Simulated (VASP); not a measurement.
Wanted: the native input for a VASP 6.6.1 run.

```yaml
Task: single point
Functional: LDA
Potentials_or_basis: VASP PAW LDA potentials, release 64 (Si)
Cutoff: 520 eV
k_mesh: 12 × 12 × 6
Occupations: gaussian, width 0.03 eV
Spin: no spin polarisation
Dipole_correction: no
Further_INCAR_settings: ALGO = Normal; EDIFF = 1e-06; NBANDS = 16
```

The structure of Si lies in POSCAR:

```
Si
1.0
    3.8313174605      0.0000000000      0.0000000000
   -1.9156587303      3.3180182508      0.0000000000
    0.0000000000      0.0000000000      6.3326220002
Si
4
Direct
    0.3785410413      0.7570820825      0.0156357581
    0.6666666667      0.3333333333      0.5630095000
    0.3333333333      0.6666666667      0.4369905000
    0.6666666667      0.3333333333      0.9369905000
```

This cell differs from its parent crystal: atom 1 (Si) moved by (+0.300, -0.300) A along y and z.

These files were run (other wordings do the same):

INCAR

```
PREC = Accurate
ENCUT = 520
EDIFF = 1E-6
ISMEAR = 0
SIGMA = 0.03
LREAL = False
LASPH = True
NELM = 100
ALGO = Normal
ISIF = 2
LWAVE = False
LCHARG = True
GGA = CA
LELF = True
LVHAR = True
NBANDS = 16
```

KPOINTS

```
Automatic mesh
0
Gamma
  12 12 6
```

Potentials or basis: VASP PAW LDA potentials, release 64 (Si).

Command:

```sh
$ cat potpaw_LDA.64/Si/POTCAR > POTCAR
$ mpirun -np 1 vasp_std > vasp.out
```

It gave:

The pressure is 2.6 GPa, the largest force is 8.088 eV/Å and the band gap on the k mesh is zero (bands 8 and 9 overlap by 0.61 eV).

Caveat: the cell differs from its parent crystal (atom 1 (Si) moved by (+0.300, -0.300) A along y and z); the stress differs along the axes, from -4 to 16 GPa; semilocal functionals underestimate gaps, and a narrow one can read as zero; forces of over 1 eV/Å act on the atoms, so gaps and moduli don't describe the material at rest.

Wall time 4.5 min on 1 thread of Intel Xeon 8259CL (shared host), peak memory 0.32 GiB.
